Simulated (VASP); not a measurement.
Wanted: the native input for a VASP 6.6.1 run.

```yaml
Task: single point
Functional: PBEsol
Potentials_or_basis: VASP PAW PBE potentials, release 64 (Si, Ge_d)
Cutoff: 500 eV
k_mesh: 9 × 9 × 6
Occupations: gaussian, width 0.02 eV
Spin: no spin polarisation
Dipole_correction: no
Further_INCAR_settings: ALGO = Normal; EDIFF = 1e-06; NBANDS = 26
```

The structure of SiGe lies in POSCAR:

```
SiGe
1.0
    3.8615908601      0.0000000000      0.0000000000
   -1.9307954301      3.3442357839      0.0000000000
    0.0000000000      0.0000000000      6.3783475668
Si Ge
2 2
Direct
    0.3333333333      0.6666666667      0.0000240115
    0.6666666667      0.3333333333      0.5000240115
    0.3333333333      0.6666666667      0.3739759885
    0.6666666667      0.3333333333      0.8739759885
```

This cell differs from its parent crystal: strained cell.

One way to write it, as run:

INCAR

```
PREC = Accurate ; ENCUT = 500
EDIFF = 1E-6 ; ISMEAR = 0
SIGMA = 0.02 ; LREAL = F
LASPH = T ; NELM = 120
ALGO = Normal ; ISIF = 2
LWAVE = F ; LCHARG = F
GGA = PS ; NBANDS = 26
GGA_COMPAT = F
```

KPOINTS

```
Automatic mesh
0
Gamma
  9 9 6
```

Potentials or basis: VASP PAW PBE potentials, release 64 (Si, Ge_d).

Launch:

```console
$ cat potpaw_PBE.64/Si/POTCAR potpaw_PBE.64/Ge_d/POTCAR > POTCAR
$ mpirun -np 1 vasp_std > vasp.out
```

Results of the run:

```json
{"Pressure": "2.6 GPa", "Band gap on the k mesh": "0.33 eV (least direct gap 0.49 eV)"}
```

Caveat: the cell differs from its parent crystal (strained cell); semilocal functionals underestimate gaps, and a narrow one can read as zero; the PAW data sets were made with another functional, which shifts forces and pressure a little.

Run time: 120 s on 1 thread of Intel Xeon 8259CL, on a shared host, peak memory 0.23 GiB.
